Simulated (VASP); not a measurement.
# KF (P4/mmm) in VASP: further runs

Runs on KF. Level: r2SCAN. Tasks: single point.

All numbers are computed with VASP 6.6.1; they aren't measurements. Logs are shortened: lines on timing, memory, paths and dates and some standing lists are left out, and cuts for length are marked.

**1. The cell of the first run**

It takes space group P4/mmm (No. 123, tetragonal). Conventional cell: a = 3.179 Å, b = 3.179 Å, c = 3.291 Å, α = 90.00°, β = 90.00°, γ = 90.00°. K (site symmetry 4/mmm) has 8 F at 2.79 Å and 6 K at 3.18 to 3.29 Å within 3.7 Å. F (site symmetry 4/mmm) has 8 K at 2.79 Å and 6 F at 3.18 to 3.29 Å within 3.7 Å.

**2. Single point, r2SCAN (uniaxial x strain +3.5%)**

Contents of POSCAR:

```
KF
1.0
    3.2907669295      0.0000000000      0.0000000000
    0.0000000000      3.1788706815      0.0000000000
    0.0000000000      0.0000000000      3.1788706815
K F
1 1
Direct
    0.0000000000      0.0000000000      0.0000000000
    0.5000000000      0.5000000000      0.5000000000
```

Contents of INCAR.step1:

```
SYSTEM = KF
PREC     = Accurate       ! precision mode
ENCUT    = 520            ! plane-wave cutoff, eV
ISMEAR   = 0              ! smearing method
SIGMA    = 0.01           ! smearing width, eV
LREAL    = .False.        ! projectors in reciprocal space
LASPH    = .True.         ! aspherical terms in the spheres
NELM     = 80             ! most SCF steps
NBANDS   = 15             ! bands
GGA      = PE             ! functional
ALGO     = Normal         ! electronic algorithm
EDIFF    = 1E-4           ! SCF threshold, eV
LWAVE    = .True.         ! write WAVECAR
LCHARG   = .False.        ! write CHGCAR
```

Contents of INCAR.step2:

```
SYSTEM = KF
PREC     = Accurate       ! precision mode
ENCUT    = 520            ! plane-wave cutoff, eV
EDIFF    = 1E-6           ! SCF threshold, eV
ISMEAR   = 0              ! smearing method
SIGMA    = 0.01           ! smearing width, eV
LREAL    = .False.        ! projectors in reciprocal space
LASPH    = .True.         ! aspherical terms in the spheres
NELM     = 80             ! most SCF steps
ALGO     = Normal         ! electronic algorithm
ISIF     = 2              ! what is computed and relaxed
LWAVE    = .False.        ! write WAVECAR
LCHARG   = .False.        ! write CHGCAR
METAGGA  = R2SCAN         ! meta-GGA
LMIXTAU  = .True.       
NBANDS   = 15             ! bands
ISTART   = 1
```

Contents of KPOINTS:

```
Automatic mesh
0
Gamma
  8 8 8
  0 0 0
```

Potentials or basis: VASP PAW PBE potentials, release 64 (K_sv, F).

On the command line:

```
$ cat potpaw_PBE.64/K_sv/POTCAR potpaw_PBE.64/F/POTCAR > POTCAR
$ cp INCAR.step1 INCAR
$ mpirun -np 1 vasp_std > vasp.out
$ cp INCAR.step2 INCAR
$ mpirun -np 1 vasp_std > vasp.out
```

OUTCAR:

```text
SYSTEM = KF
   PREC = Accurate
   ENCUT = 520
   EDIFF = 1E-6
   ISMEAR = 0
   LREAL = .False.
   LASPH = .True.
   NELM = 80
   ISIF = 2
   METAGGA = R2SCAN
   ISTART = 1

 ion  position               nearest neighbor table
   1  0.000  0.000  0.000-   2 2.79   2 2.79   2 2.79   2 2.79   2 2.79   2 2.79   2 2.79   2 2.79

   2  0.500  0.500  0.500-   1 2.79   1 2.79   1 2.79   1 2.79   1 2.79   1 2.79   1 2.79   1 2.79

  LATTYP: Found a simple tetragonal cell.
 ALAT       =     3.1788706815
 C/A-ratio  =     1.0352000000

  Lattice vectors:

 A1 = (   0.0000000000,   3.1788706815,   0.0000000000)
 A2 = (   0.0000000000,   0.0000000000,   3.1788706815)
 A3 = (   3.2907669295,   0.0000000000,   0.0000000000)

Analysis of symmetry for initial positions (statically):
=====================================================================
 Subroutine PRICEL returns:
 Original cell was already a primitive cell.

 Routine SETGRP: Setting up the symmetry group for a
 simple tetragonal supercell.

 Subroutine GETGRP returns: Found 16 space group operations
 (whereof 16 operations were pure point group operations)
 out of a pool of 16 trial point group operations.

The static configuration has the point symmetry D_4h.

Analysis of symmetry for dynamics (positions and initial velocities):
=====================================================================
 Subroutine PRICEL returns:
 Original cell was already a primitive cell.

 Routine SETGRP: Setting up the symmetry group for a
 simple tetragonal supercell.

 Subroutine GETGRP returns: Found 16 space group operations
 (whereof 16 operations were pure point group operations)
 out of a pool of 16 trial point group operations.

The dynamic configuration has the point symmetry D_4h.

 Subroutine INISYM returns: Found 16 space group operations
 (whereof 16 operations are pure point group operations),
 and found     1 'primitive' translations

----------------------------------------------------------------------------------------

                                     Primitive cell

  volume of cell :      33.2539

  direct lattice vectors                    reciprocal lattice vectors
     3.290766930  0.000000000  0.000000000     0.303880530  0.000000000  0.000000000
     0.000000000  3.178870681  0.000000000     0.000000000  0.314577125  0.000000000
     0.000000000  0.000000000  3.178870681     0.000000000  0.000000000  0.314577125

  length of vectors
     3.290766930  3.178870681  3.178870681     0.303880530  0.314577125  0.314577125

  position of ions in fractional coordinates (direct lattice)
     0.000000000  0.000000000  0.000000000
     0.500000000  0.500000000  0.500000000

  ion indices of the primitive-cell ions
   primitive index   ion index
                 1           1
                 2           2

----------------------------------------------------------------------------------------

 KPOINTS: Automatic mesh

Automatic generation of k-mesh.
 Grid dimensions read from file:
 generate k-points for:    8    8    8

 Generating k-lattice:

  Cartesian coordinates                     Fractional coordinates (reciprocal lattice)
     0.037985066  0.000000000  0.000000000     0.125000000  0.000000000  0.000000000
     0.000000000  0.039322141  0.000000000     0.000000000  0.125000000  0.000000000
     0.000000000  0.000000000  0.039322141     0.000000000  0.000000000  0.125000000

  Length of vectors
     0.037985066  0.039322141  0.039322141

  Shift w.r.t. Gamma in fractional coordinates (k-lattice)
     0.000000000  0.000000000  0.000000000

 Subroutine IBZKPT returns following result:
 ===========================================

 Found     75 irreducible k-points:

 Following reciprocal coordinates:
            Coordinates               Weight
  0.000000  0.000000  0.000000      1.000000
  0.125000  0.000000  0.000000      2.000000
  0.250000  0.000000  0.000000      2.000000
  0.375000  0.000000  0.000000      2.000000
  0.500000  0.000000  0.000000      1.000000
  0.000000  0.125000  0.000000      4.000000
[... 16 lines left out ...]
  0.250000  0.500000  0.000000      4.000000
  0.375000  0.500000  0.000000      4.000000
 [... further k-points ...]
   k-points           NKPTS =     75   k-points in BZ     NKDIM =     75   number of bands    NBANDS=     15
   number of dos      NEDOS =    301   number of ions     NIONS =      2
   total plane-waves  NPLWV =  13824
   dimension x,y,z NGX =    24 NGY =   24 NGZ =   24
   dimension x,y,z NGXF=    48 NGYF=   48 NGZF=   48
   ions per type =               1   1
   NGX,Y,Z   is equivalent  to a cutoff of  12.12, 12.55, 12.55 a.u.
   NGXF,Y,Z  is equivalent  to a cutoff of  24.25, 25.10, 25.10 a.u.
 SYSTEM =  KF
   PREC   = accura    normal or accurate (medium, high low for compatibility)
   ISTART =      1    job   : 0-new  1-cont  2-samecut
   ICHARG =      0    charge: 1-file 2-atom 10-const
   ISPIN  =      1    spin polarized calculation?
   LNONCOLLINEAR =      F non collinear calculations
   LSORBIT =      F    spin-orbit coupling
   LASPH  =      T    aspherical Exc in radial PAW
   ENCUT  =  520.0 eV  38.22 Ry    6.18 a.u.   6.12  5.91  5.91*2*pi/ulx,y,z
   NELM   =     80;   NELMIN=  2; NELMDL=  0     # of ELM steps
   EDIFF  = 0.1E-05   stopping-criterion for ELM
   LREAL  =      F    real-space projection
   EDIFFG = 0.1E-04   stopping-criterion for IOM
   NSW    =      0    number of steps for IOM
   IBRION =     -1    ionic relax: 0-MD 1-quasi-New 2-CG
   NFREE  =      0    steps in history (QN), initial steepest desc. (CG)
   ISIF   =      2    stress and relaxation
   ISYM   =      2    0-nonsym 1-usesym 2-fastsym
   POTIM  = 0.5000    time-step for ionic-motion
   TEBEG  =    0.0;   TEEND  =   0.0 temperature during run
   PSTRESS=    0.0 pullay stress
   NELECT =      16.0000    total number of electrons
   NUPDOWN=      -1.0000    fix difference up-down
   EMIN   =  10.00;   EMAX   =-10.00  energy-range for DOS
   EFERMI =   0.00;   METHOD = LEGACY
   ISMEAR =     0;   SIGMA  =   0.01  broadening in eV -4-tet -1-fermi 0-gaus
   EFERMI_NEDOS =   21; number of points for ismear=-14 and -15
   IALGO  =     38    algorithm
   IMIX   =      4    mixing-type and parameters
     AMIX     =   0.40;   BMIX     =  1.00
     AMIX_MAG =   1.60;   BMIX_MAG =  1.00
  volume/ion in A,a.u.               =      16.63       112.20
  Fermi-wavevector in a.u.,A,eV,Ry     =   1.282824  2.424187 22.390270  1.645638
  Thomas-Fermi vector in A             =   2.415113
   LORBIT       =      0    0 simple, 1 ext, 2 COOP (PROOUT), +10 PAW based schemes
   METAGGA = R2SCAN    functional components
   LHFCALC =     F    Hartree Fock is set to
   AEXX    =    0.0000 exact exchange contribution
   IVDW    =     0    specifies the selected vdW correction
   LEPSILON=     F    determine dielectric tensor
   LRPA    =     F    only Hartree local field effects (RPA)
 non-spin polarized calculation
 Gauss-broadening in eV      SIGMA  =   0.01
  energy-cutoff  :      520.00
  volume of cell :       33.25
 maximum number of plane-waves:       928
   NGX = 13   NGY = 11   NGZ = 11

 number of electron      15.9999994 magnetization

 Free energy of the ion-electron system (eV)
  ---------------------------------------------------
  ext. energy  EPLUGINS =         0.00000000
  ---------------------------------------------------
  free energy    TOTEN  =       -14.84902629 eV

  energy without entropy =      -14.84902629  energy(sigma->0) =      -14.84902629

 E-fermi :  -2.3454     XC(G=0):  -9.7157

 val. band max:       -2.4100614546   @ k =   0.5000   0.5000   0.0000
 cond. band min:       4.9909717900   @ k =   0.0000   0.0000   0.0000
 fundamental gap:      7.4010332445
 Fermi energy:        -2.3454442115

 k-point     1 :       0.0000    0.0000    0.0000
  band No.  band energies     occupation
      1     -30.4026      2.00000
      2     -22.5158      2.00000
      3     -12.6740      2.00000
      4     -12.5859      2.00000
      5     -12.5859      2.00000
      6      -2.5692      2.00000
      7      -2.4513      2.00000
      8      -2.4513      2.00000
      9       4.9910      0.00000
     10       6.5560      0.00000
     11       6.6394      0.00000
     12      12.4776      0.00000
     13      12.4776      0.00000
     14      12.7021      0.00000
     15      19.9844      0.00000

 k-point     2 :       0.1250    0.0000    0.0000
  band No.  band energies     occupation
      1     -30.3853      2.00000
      2     -22.5228      2.00000
      3     -12.7643      2.00000
      4     -12.5711      2.00000
      5     -12.5711      2.00000
      6      -2.7577      2.00000
      7      -2.4698      2.00000
      8      -2.4698      2.00000
      9       5.3939      0.00000
     10       6.7510      0.00000
     11       6.9184      0.00000
     12      12.2648      0.00000
     13      12.2648      0.00000
     14      12.7432      0.00000
     15      18.8151      0.00000

 k-point     3 :       0.2500    0.0000    0.0000
  band No.  band energies     occupation
      1     -30.3429      2.00000
      2     -22.5422      2.00000
      3     -12.9737      2.00000
      4     -12.5351      2.00000
      5     -12.5351      2.00000
      6      -3.1704      2.00000
      7      -2.5153      2.00000
      8      -2.5153      2.00000
      9       6.3713      0.00000
     10       7.0449      0.00000
     11       7.8867      0.00000
     12      11.8156      0.00000
     13      11.8156      0.00000
     14      12.8449      0.00000
     15      17.2116      0.00000
[... 343 lines left out ...]
 k-point    23 :       0.2500    0.5000    0.0000
  band No.  band energies     occupation
      1     -30.1958      2.00000
      2     -22.4917      2.00000
      3     -13.4747      2.00000
      4     -12.9652      2.00000
      5     -12.4219      2.00000
      6      -3.3807      2.00000
      7      -2.8897      2.00000
      8      -2.4834      2.00000
      9       7.6269      0.00000
     10       8.0492      0.00000
     11       9.7645      0.00000
     12      10.7472      0.00000
     13      11.6172      0.00000
     14      12.2127      0.00000
     15      15.7337      0.00000

 k-point    24 :       0.3750    0.5000    0.0000
  band No.  band energies     occupation
      1     -30.1627      2.00000
      2     -22.4527      2.00000
      3     -13.5243      2.00000
      4     -13.2507      2.00000
      5     -12.3975      2.00000
      6      -3.1751      2.00000
      7      -2.9999      2.00000
      8      -2.4318      2.00000
      9       7.2958      0.00000
     10       7.4888      0.00000
     11      10.5407      0.00000
     12      10.9601      0.00000
     13      11.6293      0.00000
     14      12.9186      0.00000
     15      15.1447      0.00000

 [... further k-points ...]
[... 5 lines left out ...]
  --------------------------------------------------------------------------------------
  -------------------------------------------------------------------------------------
  Total       -0.7121069     -0.0674568     -0.0674568      0.0000000      0.0000000      0.0000000
  in kB      -34.3093836     -3.2500741     -3.2500741      0.0000000      0.0000000      0.0000000
  external PRESSURE =     -13.6031773 kB  Pullay stress =       0.0000000 kB

 VOLUME and BASIS-vectors are now :
 -----------------------------------------------------------------------------
  energy-cutoff  :      520.00
  volume of cell :       33.25
      direct lattice vectors                 reciprocal lattice vectors
     3.290766930  0.000000000  0.000000000     0.303880530  0.000000000  0.000000000
     0.000000000  3.178870681  0.000000000     0.000000000  0.314577125  0.000000000
     0.000000000  0.000000000  3.178870681     0.000000000  0.000000000  0.314577125

 POSITION                                       TOTAL-FORCE (eV/Angst)
 -----------------------------------------------------------------------------------
      0.00000      0.00000      0.00000         0.000000      0.000000      0.000000
      1.64538      1.58944      1.58944         0.000000      0.000000      0.000000
 -----------------------------------------------------------------------------------
    total drift:                                0.000000      0.000000     -0.000000

  FREE ENERGIE OF THE ION-ELECTRON SYSTEM (eV)
  ---------------------------------------------------
  free  energy   TOTEN  =       -14.8490262943 eV

  energy  without entropy=      -14.8490262943  energy(sigma->0) =      -14.84902629
```

Wall time 66 s (1 thread of AMD EPYC 9R14 (Zen 4), shared host); peak memory 0.14 GiB.

What came out:

| Property | Result |
| --- | --- |
| Free energy | -14.8490 eV |
| Pressure | -1.4 GPa |
| Band gap on the k mesh | 7.40 eV, indirect (least direct gap 7.44 eV) |

Caveat: the cell differs from its parent crystal (uniaxial x strain +3.5%); the PAW data sets were made with another functional, which shifts forces and pressure a little. A k mesh can miss the band edges.

**3. Single point, r2SCAN (uniaxial z strain +4.3%)**

Contents of POSCAR:

```
KF
1.0
    3.1788706815      0.0000000000      0.0000000000
    0.0000000000      3.1788706815      0.0000000000
    0.0000000000      0.0000000000      3.3171515562
K F
1 1
Direct
    0.0000000000      0.0000000000      0.0000000000
    0.5000000000      0.5000000000      0.5000000000
```

Contents of INCAR.step1:

```
PREC = Accurate ; ENCUT = 520
ISMEAR = 0 ; SIGMA = 0.01
LREAL = False ; LASPH = True
NELM = 80 ; NBANDS = 15
GGA = PE ; ALGO = Normal
EDIFF = 1E-4 ; LWAVE = True
LCHARG = False
```

Contents of INCAR.step2:

```
PREC = Accurate ; ENCUT = 520
EDIFF = 1E-6 ; ISMEAR = 0
SIGMA = 0.01 ; LREAL = False
LASPH = True ; NELM = 80
ALGO = Normal ; ISIF = 2
LWAVE = False ; LCHARG = True
METAGGA = R2SCAN ; LMIXTAU = True
LELF = True ; LVHAR = True
NBANDS = 15 ; ISTART = 1
```

Contents of KPOINTS:

```
regular mesh
0
Gamma
  8 8 8
```

Potentials or basis: VASP PAW PBE potentials, release 64 (K_sv, F).

On the command line:

```
$ cat potpaw_PBE.64/K_sv/POTCAR potpaw_PBE.64/F/POTCAR > POTCAR
$ cp INCAR.step1 INCAR
$ mpirun -np 1 vasp_std > vasp.out
$ cp INCAR.step2 INCAR
$ mpirun -np 1 vasp_std > vasp.out
```

OUTCAR:

```text
PREC = Accurate
   ENCUT = 520
   EDIFF = 1E-6
   ISMEAR = 0
   LREAL = False
   LASPH = True
   NELM = 80
   ISIF = 2
   METAGGA = R2SCAN
   ISTART = 1

 ion  position               nearest neighbor table
   1  0.000  0.000  0.000-   2 2.79   2 2.79   2 2.79   2 2.79   2 2.79   2 2.79   2 2.79   2 2.79

   2  0.500  0.500  0.500-   1 2.79   1 2.79   1 2.79   1 2.79   1 2.79   1 2.79   1 2.79   1 2.79

  LATTYP: Found a simple tetragonal cell.
 ALAT       =     3.1788706815
 C/A-ratio  =     1.0435000000

  Lattice vectors:

[... 611 lines left out ...]
     10       8.4971      0.00000
     11       8.7250      0.00000
     12      10.2129      0.00000
     13      11.8440      0.00000
     14      12.0660      0.00000
     15      15.8128      0.00000

 [... further k-points ...]
[... 5 lines left out ...]
  --------------------------------------------------------------------------------------
  -------------------------------------------------------------------------------------
  Total       -0.0792511     -0.0792511     -0.8723337      0.0000000      0.0000000      0.0000000
  in kB       -3.7879566     -3.7879566    -41.6948279      0.0000000      0.0000000      0.0000000
  external PRESSURE =     -16.4235804 kB  Pullay stress =       0.0000000 kB

 VOLUME and BASIS-vectors are now :
 -----------------------------------------------------------------------------
  energy-cutoff  :      520.00
  volume of cell :       33.52
      direct lattice vectors                 reciprocal lattice vectors
     3.178870681  0.000000000  0.000000000     0.314577125  0.000000000  0.000000000
     0.000000000  3.178870681  0.000000000     0.000000000  0.314577125  0.000000000
     0.000000000  0.000000000  3.317151556     0.000000000  0.000000000  0.301463464

 POSITION                                       TOTAL-FORCE (eV/Angst)
 -----------------------------------------------------------------------------------
      0.00000      0.00000      0.00000         0.000000      0.000000      0.000000
      1.58944      1.58944      1.65858         0.000000      0.000000      0.000000
 -----------------------------------------------------------------------------------
    total drift:                                0.000000      0.000000     -0.000000

  FREE ENERGIE OF THE ION-ELECTRON SYSTEM (eV)
  ---------------------------------------------------
  free  energy   TOTEN  =       -14.8430687703 eV

  energy  without entropy=      -14.8430687703  energy(sigma->0) =      -14.84306877
```

OUTCAR.step1:

```text
PREC = Accurate
   ENCUT = 520
   ISMEAR = 0
   LREAL = False
   LASPH = True
[... 656 lines left out ...]
      0.00000      0.00000      0.00000         0.000000      0.000000      0.000000
      1.58944      1.58944      1.65858         0.000000      0.000000      0.000000
 -----------------------------------------------------------------------------------
    total drift:                                0.000000      0.000000     -0.000000

  FREE ENERGIE OF THE ION-ELECTRON SYSTEM (eV)
  ---------------------------------------------------
  free  energy   TOTEN  =        -8.0771034357 eV

  energy  without entropy=       -8.0771034357  energy(sigma->0) =       -8.07710344
```

OSZICAR.step1:

```text
N       E                     dE             d eps       ncg     rms          rms(c)
DAV:   1     0.107164612242E+03    0.10716E+03   -0.84727E+03  2250   0.106E+03
DAV:   2    -0.528521052279E+01   -0.11245E+03   -0.10460E+03  2975   0.289E+02
DAV:   3    -0.918929379573E+01   -0.39041E+01   -0.38918E+01  2810   0.470E+01
DAV:   4    -0.928757489993E+01   -0.98281E-01   -0.98267E-01  3172   0.712E+00
DAV:   5    -0.928970733595E+01   -0.21324E-02   -0.21324E-02  3077   0.817E-01    0.599E+00
DAV:   6    -0.814560580555E+01    0.11441E+01   -0.27527E+00  2460   0.137E+01    0.393E+00
DAV:   7    -0.810052278871E+01    0.45083E-01   -0.66283E-02  2815   0.226E+00    0.208E+00
DAV:   8    -0.807622520134E+01    0.24298E-01   -0.40921E-02  2740   0.210E+00    0.289E-01
DAV:   9    -0.807687889917E+01   -0.65370E-03   -0.26706E-03  2858   0.511E-01    0.111E-01
DAV:  10    -0.807706989439E+01   -0.19100E-03   -0.36986E-04  2580   0.191E-01    0.794E-02
DAV:  11    -0.807710343570E+01   -0.33541E-04   -0.42600E-05  1832   0.712E-02
   1 F= -.80771034E+01 E0= -.80771034E+01  d E =-.873188E-25
```

Wall time 77 s (1 thread of AMD EPYC 9R14 (Zen 4), shared host); peak memory 0.14 GiB.

Results:

| Quantity | Value |
| --- | --- |
| Free energy | -14.8431 eV |
| Pressure | -1.6 GPa |
| Band gap on the k mesh | 7.32 eV, indirect (least direct gap 7.37 eV) |

Caveat: the cell differs from its parent crystal (uniaxial z strain +4.3%); the PAW data sets were made with another functional, which shifts forces and pressure a little.
